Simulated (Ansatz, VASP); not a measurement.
One calculation of Cs, two programs

Contents of INCAR:

```
SYSTEM = Cs
PREC = Accurate ; ENCUT = 600
EDIFF = 1E-6 ; ISMEAR = 0
SIGMA = 0.1 ; LREAL = .FALSE.
LASPH = .TRUE. ; NELM = 100
ALGO = Normal ; ISIF = 3
LWAVE = .FALSE. ; LCHARG = .FALSE.
GGA = PS ; IBRION = 2
NSW = 100 ; EDIFFG = -0.005
```

KPOINTS

```
regular mesh
0
G
  9 9 6
  0 0 0
```

Contents of POSCAR:

```
Cs
1.0
    5.5663060538      0.0000000000      0.0000000000
   -2.7831530269      4.8205624479      0.0000000000
    0.0000000000      0.0000000000      9.2584789600
Cs
2
Direct
    0.3333333300      0.6666666700      0.2500000000
    0.6666666700      0.3333333300      0.7500000000
```

Input for Ansatz:

```yaml
crystal:
  lattice:
    - [5.5663060538, 0.0, 0.0]
    - [-2.7831530269, 4.8205624479, 0.0]
    - [0.0, 0.0, 9.25847896]
  atoms:
    - { symbol: Cs, position: [0.33333333, 0.66666667, 0.25] }
    - { symbol: Cs, position: [0.66666667, 0.33333333, 0.75] }
basis:
  ecutwfc: 420
kpoints:
  mp_grid: { grid: [9, 9, 6] }
hamiltonian:
  xc: pbesol
scf:
  occupations: { method: gaussian, width: 0.1 }
output:
  forces: true
  stress: true
  eigenvalues: true
  write_density: true
  write_potential: true
  elf: true
  volumetric_format: npy
relax:
  adjacent_minimum: "off"
  f_tol: 0.005
  max_steps: 80
  cell: { stress_tol: 0.05 }
```

Alike in both runs: task relaxation of cell and atoms; functional PBEsol; k mesh 9 × 9 × 6; occupations gaussian, width 0.1 eV; no spin polarisation.

|  | VASP | Ansatz |
| --- | --- | --- |
| version | VASP 6.6.1 | Ansatz 0.2.0 |
| potentials or method | VASP PAW PBE potentials, release 64 (Cs_sv), cutoff 600 eV | scalar-relativistic, plane waves, PAW |
| valence electrons in the cell | 18 | 18 |

Ansatz gave:

| Quantity | Value |
| --- | --- |
| gap on the k mesh at the Fermi level, each at its own relaxed structure (eV) | none |
| relaxed volume (Å³/atom) | 109.14 |
| relaxed length of the cell vector where the two differ most in proportion (Å) | 8.843 |

Question: Estimate VASP's values.

Answer: gap on the k mesh at the Fermi level, each at its own relaxed structure (eV): none; relaxed volume (Å³/atom): 108.75; relaxed length of the cell vector where the two differ most in proportion (Å): 8.817.

VASP's potentials were made for PBE, not for PBEsol. A gap of «none» marks a metal or a gap that the smearing closes.

Neither program's run includes spin-orbit coupling.
